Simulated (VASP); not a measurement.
# Rh (Cmcm) in VASP: notebook

Runs on Rh. Level: LDA. Tasks: single point.

Program: VASP 6.6.1. These are calculated values, not measurements. Logs are shortened: lines on timing, memory, paths and dates and some standing lists are left out, and cuts for length are marked.

## 1. The cell of the first run

Symmetry: Cmcm, No. 63, orthorhombic system. The conventional cell has a = 2.803 Å, b = 4.181 Å, c = 8.985 Å, α = 90.00°, β = 90.00°, γ = 90.00°. Rh (site symmetry 2/m) has 12 Rh at 2.52 to 2.80 Å within 3.3 Å. Within 3.3 Å of Rh (site symmetry m2m) lie 12 Rh at 2.52 to 2.80 Å.

## 2. Single point, LDA

Input file INCAR:

```
SYSTEM = Rh
PREC     = Accurate       ! precision mode
ENCUT    = 520            ! plane-wave cutoff, eV
EDIFF    = 1E-6           ! SCF threshold, eV
ISMEAR   = 0              ! smearing method
SIGMA    = 0.15           ! smearing width, eV
LREAL    = .False.        ! projectors in reciprocal space
LASPH    = .True.         ! aspherical terms in the spheres
NELM     = 80             ! most SCF steps
ALGO     = Fast           ! electronic algorithm
ISIF     = 2              ! what is computed and relaxed
LWAVE    = .False.        ! write WAVECAR
LCHARG   = .True.         ! write CHGCAR
LELF     = .True.         ! ELF
LVHAR    = .True.       
NBANDS   = 38             ! bands
```

Input file KPOINTS:

```
Automatic mesh
0
Gamma
  18 18 6
  0 0 0
```

Input file POSCAR:

```
Rh
1.0
    2.8032741529      0.0000000000      0.0000000000
   -1.4016370764      2.0903429712      0.0000000000
    0.0000000000      0.0000000000      8.9849559882
Rh
4
Direct
    0.0000000000      0.0000000000      0.0000000000
    0.3333333333      0.6666666667      0.2500000000
    0.0000000000      0.0000000000      0.5000000000
    0.6666666667      0.3333333333      0.7500000000
```

Potentials or basis: VASP PAW LDA potentials, release 64 (Rh_pv).

On the command line:

```sh
$ cat potpaw_LDA.64/Rh_pv/POTCAR > POTCAR
$ mpirun -np 1 vasp_std > vasp.out
```

OUTCAR:

```text
SYSTEM = Rh
   PREC = Accurate
   ENCUT = 520
   EDIFF = 1E-6
   ISMEAR = 0
   LREAL = .False.
   LASPH = .True.
   NELM = 80
   ISIF = 2

 ion  position               nearest neighbor table
   1  0.000  0.000  0.000-   2 2.64   4 2.64   4 2.74   2 2.74   4 2.74   2 2.74
   2  0.333  0.667  0.250-   1 2.64   3 2.64   1 2.74   3 2.74   1 2.74   3 2.74
   3  0.000  0.000  0.500-   2 2.64   4 2.64   4 2.74   2 2.74   4 2.74   2 2.74
   4  0.667  0.333  0.750-   1 2.64   3 2.64   1 2.74   3 2.74   1 2.74   3 2.74

  Warning from LATTYP: Monoclinic adjustment (A1->A3, A2->A1, A3->A2)!
  LATTYP: Found a base centered orthorhombic cell.
 ALAT       =     2.8032741529
 B/A-ratio  =     1.4913582170
 C/A-ratio  =     3.2051649243

  Lattice vectors:

 A1 = (   1.4016370764,  -2.0903429712,   0.0000000000)
 A2 = (   1.4016370765,   2.0903429712,   0.0000000000)
 A3 = (   0.0000000000,   0.0000000000,   8.9849559882)

Analysis of symmetry for initial positions (statically):
=====================================================================
 Subroutine PRICEL returns:
 Original cell was already a primitive cell.

 Routine SETGRP: Setting up the symmetry group for a
 base centered orthorhombic supercell.

 Subroutine GETGRP returns: Found  8 space group operations
 (whereof  4 operations were pure point group operations)
 out of a pool of  8 trial point group operations.

The static configuration has the point symmetry C_2h.
 The point group associated with its full space group is D_2h.

Analysis of symmetry for dynamics (positions and initial velocities):
=====================================================================
 Subroutine PRICEL returns:
 Original cell was already a primitive cell.

 Routine SETGRP: Setting up the symmetry group for a
 base centered orthorhombic supercell.

 Subroutine GETGRP returns: Found  8 space group operations
 (whereof  4 operations were pure point group operations)
 out of a pool of  8 trial point group operations.

The dynamic configuration has the point symmetry C_2h.
 The point group associated with its full space group is D_2h.

 Subroutine INISYM returns: Found  8 space group operations
 (whereof  4 operations are pure point group operations),
 and found     1 'primitive' translations

----------------------------------------------------------------------------------------

                                     Primitive cell

  volume of cell :      52.6501

  direct lattice vectors                    reciprocal lattice vectors
     2.803274153  0.000000000  0.000000000     0.356725723  0.239195198  0.000000000
    -1.401637076  2.090342971  0.000000000     0.000000000  0.478390395  0.000000000
     0.000000000  0.000000000  8.984955988     0.000000000  0.000000000  0.111297151

  length of vectors
     2.803274153  2.516767814  8.984955988     0.429496897  0.478390395  0.111297151

  position of ions in fractional coordinates (direct lattice)
     0.000000000  0.000000000  0.000000000
     0.333333333  0.666666667  0.250000000
     0.000000000  0.000000000  0.500000000
     0.666666667  0.333333333  0.750000000

  ion indices of the primitive-cell ions
   primitive index   ion index
                 1           1
                 2           2
                 3           3
                 4           4

----------------------------------------------------------------------------------------

 KPOINTS: Automatic mesh

Automatic generation of k-mesh.
 Grid dimensions read from file:
 generate k-points for:   18   18    6

 Generating k-lattice:

  Cartesian coordinates                     Fractional coordinates (reciprocal lattice)
     0.019818096  0.013288622  0.000000000     0.055555556  0.000000000  0.000000000
     0.000000000  0.026577244  0.000000000     0.000000000  0.055555556  0.000000000
     0.000000000  0.000000000  0.018549525     0.000000000  0.000000000  0.166666667

  Length of vectors
     0.023860939  0.026577244  0.018549525

  Shift w.r.t. Gamma in fractional coordinates (k-lattice)
     0.000000000  0.000000000  0.000000000

 Subroutine IBZKPT returns following result:
 ===========================================

 Found    364 irreducible k-points:

 Following reciprocal coordinates:
            Coordinates               Weight
  0.000000  0.000000  0.000000      1.000000
  0.055556 -0.000000  0.000000      4.000000
  0.111111 -0.000000  0.000000      4.000000
  0.166667 -0.000000  0.000000      4.000000
  0.222222 -0.000000  0.000000      4.000000
  0.277778 -0.000000  0.000000      4.000000
[... 16 lines left out ...]
 -0.333333  0.055556  0.000000      4.000000
 -0.277778  0.055556  0.000000      4.000000
 [... further k-points ...]
   k-points           NKPTS =    364   k-points in BZ     NKDIM =    364   number of bands    NBANDS=     38
   number of dos      NEDOS =    301   number of ions     NIONS =      4
   total plane-waves  NPLWV =  33600
   dimension x,y,z NGX =    24 NGY =   20 NGZ =   70
   dimension x,y,z NGXF=    48 NGYF=   40 NGZF=  140
   ions per type =               4
   NGX,Y,Z   is equivalent  to a cutoff of  14.23, 13.21, 12.95 a.u.
   NGXF,Y,Z  is equivalent  to a cutoff of  28.47, 26.42, 25.90 a.u.
 SYSTEM =  Rh
   PREC   = accura    normal or accurate (medium, high low for compatibility)
   ISTART =      0    job   : 0-new  1-cont  2-samecut
   ICHARG =      2    charge: 1-file 2-atom 10-const
   ISPIN  =      1    spin polarized calculation?
   LNONCOLLINEAR =      F non collinear calculations
   LSORBIT =      F    spin-orbit coupling
   LASPH  =      T    aspherical Exc in radial PAW
   ENCUT  =  520.0 eV  38.22 Ry    6.18 a.u.   5.21  4.68 16.71*2*pi/ulx,y,z
   NELM   =     80;   NELMIN=  2; NELMDL= -5     # of ELM steps
   EDIFF  = 0.1E-05   stopping-criterion for ELM
   LREAL  =      F    real-space projection
   EDIFFG = 0.1E-04   stopping-criterion for IOM
   NSW    =      0    number of steps for IOM
   IBRION =     -1    ionic relax: 0-MD 1-quasi-New 2-CG
   NFREE  =      0    steps in history (QN), initial steepest desc. (CG)
   ISIF   =      2    stress and relaxation
   ISYM   =      2    0-nonsym 1-usesym 2-fastsym
   POTIM  = 0.5000    time-step for ionic-motion
   TEBEG  =    0.0;   TEEND  =   0.0 temperature during run
   PSTRESS=    0.0 pullay stress
   NELECT =      60.0000    total number of electrons
   NUPDOWN=      -1.0000    fix difference up-down
   EMIN   =  10.00;   EMAX   =-10.00  energy-range for DOS
   EFERMI =   0.00;   METHOD = LEGACY
   ISMEAR =     0;   SIGMA  =   0.15  broadening in eV -4-tet -1-fermi 0-gaus
   EFERMI_NEDOS =   21; number of points for ismear=-14 and -15
   IALGO  =     68    algorithm
   IMIX   =      4    mixing-type and parameters
     AMIX     =   0.40;   BMIX     =  1.00
     AMIX_MAG =   1.60;   BMIX_MAG =  1.00
  volume/ion in A,a.u.               =      13.16        88.83
  Fermi-wavevector in a.u.,A,eV,Ry     =   1.709985  3.231403 39.784084  2.924048
  Thomas-Fermi vector in A             =   2.788367
   LORBIT       =      0    0 simple, 1 ext, 2 COOP (PROOUT), +10 PAW based schemes
   GGA     = CA    functional components
   LHFCALC =     F    Hartree Fock is set to
   AEXX    =    0.0000 exact exchange contribution
   IVDW    =     0    specifies the selected vdW correction
   LEPSILON=     F    determine dielectric tensor
   LRPA    =     F    only Hartree local field effects (RPA)
 non-spin polarized calculation
 RMM-DIIS sequential band-by-band and
 Gauss-broadening in eV      SIGMA  =   0.15
  energy-cutoff  :      520.00
  volume of cell :       52.65
 maximum number of plane-waves:      1438
 NGX is ok and might be reduce to    24

 number of electron      60.0000010 magnetization

 Free energy of the ion-electron system (eV)
  ---------------------------------------------------
  ext. energy  EPLUGINS =         0.00000000
  ---------------------------------------------------
  free energy    TOTEN  =       -33.85222763 eV

  energy without entropy =      -33.78656535  energy(sigma->0) =      -33.81939649

 E-fermi :  12.5246     XC(G=0): -14.6134

 val. band max:       12.5244389447   @ k =   0.0000   0.1667   0.5000
 cond. band min:      12.5247412500   @ k =   0.4444   0.2778   0.3333
 fundamental gap:      0.0003023053
 Fermi energy:        12.5246339116

 k-point     1 :       0.0000    0.0000    0.0000
  band No.  band energies     occupation
      1     -34.4542      2.00000
      2     -34.0944      2.00000
      3     -34.0751      2.00000
      4     -33.7289      2.00000
      5     -33.6990      2.00000
      6     -33.6972      2.00000
[... 30 lines left out ...]
     37      20.7021      0.00000
     38      26.6383      0.00000

 k-point     2 :       0.0556   -0.0000    0.0000
  band No.  band energies     occupation
      1     -34.4468      2.00000
      2     -34.0945      2.00000
      3     -34.0747      2.00000
      4     -33.7461      2.00000
      5     -33.7158      2.00000
      6     -33.7022      2.00000
[... 30 lines left out ...]
     37      20.6838      0.00000
     38      26.7764      0.00000

 k-point     3 :       0.1111   -0.0000    0.0000
  band No.  band energies     occupation
      1     -34.4252      2.00000
      2     -34.0974      2.00000
      3     -34.0757      2.00000
      4     -33.8155      2.00000
      5     -33.7662      2.00000
      6     -33.7537      2.00000
[... 30 lines left out ...]
     37      20.6337      0.00000
     38      27.0090      0.00000

 k-point     4 :       0.1667   -0.0000    0.0000
  band No.  band energies     occupation
      1     -34.3923      2.00000
      2     -34.1136      2.00000
      3     -34.0871      2.00000
      4     -33.9276      2.00000
      5     -33.8646      2.00000
      6     -33.8379      2.00000
[... 30 lines left out ...]
     37      20.5669      0.00000
     38      27.4288      0.00000
[... 703 lines left out ...]
      4     -34.2984      2.00000
      5     -34.1617      2.00000
      6     -33.9516      2.00000
[... 30 lines left out ...]
     37      20.7063      0.00000
     38      22.6601      0.00000

 k-point    23 :      -0.3333    0.0556    0.0000
  band No.  band energies     occupation
      1     -34.3371      2.00000
      2     -34.2829      2.00000
      3     -34.2198      2.00000
      4     -34.1838      2.00000
      5     -34.1661      2.00000
      6     -33.9416      2.00000
[... 30 lines left out ...]
     37      20.5336      0.00000
     38      24.2561      0.00000

 k-point    24 :      -0.2778    0.0556    0.0000
  band No.  band energies     occupation
      1     -34.3372      2.00000
      2     -34.1802      2.00000
      3     -34.1389      2.00000
      4     -34.0848      2.00000
      5     -34.0233      2.00000
      6     -33.9135      2.00000
[... 30 lines left out ...]
     37      20.5069      0.00000
     38      26.0608      0.00000

 [... further k-points ...]
[... 5 lines left out ...]
  --------------------------------------------------------------------------------------
  -------------------------------------------------------------------------------------
  Total       -1.4926279     14.6168298     -3.6441161      0.0000000     -0.0000000      0.0000000
  in kB      -45.4216667    444.7999168   -110.8928924      0.0000000     -0.0000000      0.0000000
  external PRESSURE =      96.1617859 kB  Pullay stress =       0.0000000 kB

 VOLUME and BASIS-vectors are now :
 -----------------------------------------------------------------------------
  energy-cutoff  :      520.00
  volume of cell :       52.65
      direct lattice vectors                 reciprocal lattice vectors
     2.803274153  0.000000000  0.000000000     0.356725723  0.239195198  0.000000000
    -1.401637076  2.090342971  0.000000000     0.000000000  0.478390395  0.000000000
     0.000000000  0.000000000  8.984955988     0.000000000  0.000000000  0.111297151

 POSITION                                       TOTAL-FORCE (eV/Angst)
 -----------------------------------------------------------------------------------
      0.00000      0.00000      0.00000         0.000000      0.000000      0.000000
     -0.00000      1.39356      2.24624         0.000000      0.295542      0.000000
      0.00000      0.00000      4.49248         0.000000      0.000000      0.000000
      1.40164      0.69678      6.73872        -0.000000     -0.295542     -0.000000
 -----------------------------------------------------------------------------------
    total drift:                               -0.000000      0.000000      0.000000

  FREE ENERGIE OF THE ION-ELECTRON SYSTEM (eV)
  ---------------------------------------------------
  free  energy   TOTEN  =       -33.8522276345 eV

  energy  without entropy=      -33.7865653452  energy(sigma->0) =      -33.81939649
```

Run time: 19 min. Hardware: 1 thread of Oxide Virtual Turin-like, shared host; peak memory 0.51 GiB.

What came out:

| Quantity | Value |
| --- | --- |
| Free energy | -33.8522 eV |
| Pressure | 9.6 GPa |
| Largest force | 0.296 eV/Å |
| Band gap on the k mesh | zero (band 30 reaches 14.07 eV, above the bottom of band 31 at 11.09 eV) |

Forces on the atoms (eV/Å):
```
Rh   0.000  0.000  0.000
Rh   0.000  0.296  0.000
Rh   0.000  0.000  0.000
Rh   0.000 -0.296  0.000
```

Stress tensor (GPa, compression positive):
```
 -4.54   0.00   0.00
  0.00  44.48   0.00
  0.00   0.00 -11.09
```

Levels at points of the mesh, in eV from the Fermi level:
| k point | band 28 | band 29 | band 30 | band 31 | band 32 | band 33 |
| --- | --- | --- | --- | --- | --- | --- |
| (0.00, 0.00, 0.00) | -1.48 | -0.83 | -0.82 | -0.51 | -0.42 | 0.05 |
| (0.50, 0.00, 0.00) | 0.50 | 0.53 | 0.77 | 1.01 | 1.06 | 1.33 |
| (0.00, 0.50, 0.00) | 0.87 | 1.45 | 1.54 | 1.56 | 1.65 | 2.54 |
| (0.00, 0.00, 0.50) | -1.62 | -1.23 | -1.23 | -0.57 | -0.57 | -0.04 |
| (0.50, 0.00, 0.50) | 0.14 | 0.51 | 0.51 | 0.68 | 0.68 | 2.93 |
| (0.00, 0.50, 0.50) | -0.60 | 1.48 | 1.48 | 1.63 | 1.63 | 3.96 |

Caveat: the cell differs from its parent crystal (strain +e along x and -e along y +0.0733, strain +e along z and -e/2 along x and y +0.0367).

## 3. Single point, LDA

This run uses another cell than the first one, of the same volume but with other edges.

Input file INCAR:

```
SYSTEM = Rh
ALGO = Fast
EDIFF = 1E-7
ENCUT = 520
GGA = CA
ISIF = 2
ISMEAR = 0
LASPH = .True.
LCHARG = .False.
LREAL = .False.
LWAVE = .False.
NBANDS = 38
NELM = 80
PREC = Accurate
SIGMA = 0.15
```

Input file KPOINTS:

```
k-points
0
Gamma
  18 18 6
  0 0 0
```

Input file POSCAR:

```
Rh
1.0
    2.5112415168      0.0000000000      0.0000000000
   -1.2556207584      2.5121626075      0.0000000000
    0.0000000000      0.0000000000      8.3488068906
Rh
4
Direct
    0.0000000000      0.0000000000      0.0000000000
    0.3333333333      0.6666666667      0.2500000000
    0.0000000000      0.0000000000      0.5000000000
    0.6666666667      0.3333333333      0.7500000000
```

Potentials or basis: VASP PAW LDA potentials, release 64 (Rh_pv).

On the command line:

```sh
$ cat potpaw_LDA.64/Rh_pv/POTCAR > POTCAR
$ mpirun -np 1 vasp_std > vasp.out
```

Wall time 11 min (1 thread of Oxide Virtual Turin-like, shared host); peak memory 0.51 GiB.

Results (log left out):

| Quantity | Value |
| --- | --- |
| Free energy | -33.9834 eV |
| Pressure | 9.3 GPa |
| Largest force | 0.427 eV/Å |
| Band gap on the k mesh | zero (band 30 reaches 13.43 eV, above the bottom of band 31 at 11.26 eV) |

Forces in eV/Å, atoms in the order of the input:
```
Rh   0.000  0.000  0.000
Rh   0.000 -0.427  0.000
Rh   0.000  0.000  0.000
Rh   0.000  0.427  0.000
```

Stress tensor (GPa, compression positive):
```
 30.60   0.00   0.00
  0.00 -18.81   0.00
  0.00   0.00  16.04
```

Levels at points of the mesh, in eV from the Fermi level:
```csv
k point,band 28,band 29,band 30,band 31,band 32,band 33
"(0.00, 0.00, 0.00)",-1.72,-1.45,-1.10,-0.77,-0.57,0.11
"(0.50, 0.00, 0.00)",0.39,0.46,0.88,1.24,1.46,1.65
"(0.00, 0.50, 0.00)",0.38,0.40,0.65,0.68,0.78,1.22
"(0.00, 0.00, 0.50)",-1.62,-0.86,-0.86,-0.69,-0.69,-0.13
"(0.50, 0.00, 0.50)",-0.26,0.39,0.39,0.68,0.68,3.45
"(0.00, 0.50, 0.50)",0.16,0.34,0.34,0.74,0.74,2.21
```

Caveat: the cell differs from its parent crystal (strain +e along x and -e along y -0.0733, strain +e along z and -e/2 along x and y -0.0367).

[end of part 1 of 2]
